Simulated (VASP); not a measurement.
Here is a VASP 6.6.1 calculation.

INCAR

```
SYSTEM = Ir
ALGO = Fast
EDIFF = 1E-6
ENCUT = 520
GGA = CA
ISIF = 2
ISMEAR = 0
LASPH = .True.
LCHARG = .True.
LELF = .True.
LREAL = .False.
LVHAR = .True.
LWAVE = .False.
NBANDS = 16
NELM = 60
PREC = Accurate
SIGMA = 0.15
```

The input KPOINTS:

```
k-points
0
Gamma
  16 16 12
  0 0 0
```

Contents of POSCAR:

```
Ir
1.0
    0.0000000000     -1.9054060557     -1.9054060557
    0.0000000000      1.9054060557     -1.9054060557
    3.8108121114      0.0000000000      0.0000000000
Ir
2
Direct
    0.5151148885      0.4848851115      0.4831531972
   -0.0151148885      0.0151148885      0.0168468028
```

Potentials or basis: VASP PAW LDA potentials, release 64 (Ir).

Run with:

```bash
$ cat potpaw_LDA.64/Ir/POTCAR > POTCAR
$ mpirun -np 1 vasp_std > vasp.out
```

(1) Estimate the pressure.

(2) What does it give for the largest force?

(3) Estimate the band gap on the k mesh.

Answers

(1) 8.0 GPa.

(2) 2.197 eV/Å.

(3) zero (bands 9 and 10 overlap by 2.97 eV).

Caveat: the cell differs from its parent crystal (atoms displaced along several vibrational modes); the cell stands under pressure; spin-orbit coupling is left out, which moves the levels of the heavy elements; forces of over 1 eV/Å act on the atoms, so gaps and moduli don't describe the material at rest.
